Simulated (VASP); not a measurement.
Input of a VASP 6.6.1 run:

INCAR

```
PREC = Accurate
ENCUT = 520
EDIFF = 1E-6
ISMEAR = 0
SIGMA = 0.1
LREAL = Auto
LASPH = T
NELM = 60
ALGO = Normal
ISIF = 2
LWAVE = F
LCHARG = F
NBANDS = 44
```

Contents of KPOINTS:

```
Automatic mesh
0
Gamma
  2 3 1
```

The input POSCAR:

```
TiAl16
1.0
    8.1000000000      0.0000000000      0.0000000000
    0.0000000000      5.7275650000      0.0000000000
    0.0000000000      0.0000000000     16.2956740000
Al Ti
16 1
Direct
    0.2500000000      0.2499999564      0.0613659797
    0.7500000000      0.2499999564      0.0613659797
    0.2500000000      0.7500000436      0.0613659797
    0.7500000000      0.7500000436      0.0613659797
   -0.0020359259      0.0034822826      0.1305132884
    0.5020374074      0.0034857745      0.1305265434
    0.0087129630      0.5047080216      0.1411714545
    0.4912525926      0.5047247827      0.1411868573
    0.2499937037      0.2486279946      0.2239839850
    0.7499653086      0.2789450665      0.2261349239
    0.2499812346      0.7736855016      0.2230504243
    0.7500191358      0.7400252987      0.2266658010
   -0.0249540741      0.0126484815      0.2966465824
    0.5249550617      0.0125915638      0.2966597761
    0.0329662963      0.5115461806      0.3121296486
    0.4669649383      0.5115089920      0.3121433946
    0.2500025926      1.0003367923      0.3663146428
```

Potentials or basis: VASP PAW LDA potentials, release 64 (Al, Ti_sv).

Launch:

```sh
$ cat potpaw_LDA.64/Al/POTCAR potpaw_LDA.64/Ti_sv/POTCAR > POTCAR
$ mpirun -np 1 vasp_std > vasp.out
```

Q: Predict the largest force.

A: 0.286 eV/Å.

Q: Predict the band gap on the k mesh.

A: Zero (band 30 reaches 0.55 eV, above the bottom of band 31 at 0.43 eV).

Forces on the atoms (eV/Å):
```
Al   0.000  0.127  0.078
Al   0.000  0.284 -0.035
Al   0.000 -0.039  0.024
Al   0.000 -0.218 -0.009
Al  -0.051  0.000  0.098
Al   0.052  0.000  0.098
Al  -0.002 -0.019  0.018
Al   0.003 -0.019  0.017
Al   0.000 -0.021 -0.102
Al   0.000 -0.099 -0.021
Al   0.000 -0.115 -0.131
Al   0.000  0.114 -0.037
Al  -0.129 -0.030 -0.058
Al   0.129 -0.030 -0.059
Al   0.000  0.046  0.065
Al   0.001  0.046  0.065
Ti  -0.001 -0.026 -0.010
```

Caveat: the k points lie up to 0.39 Å⁻¹ apart.
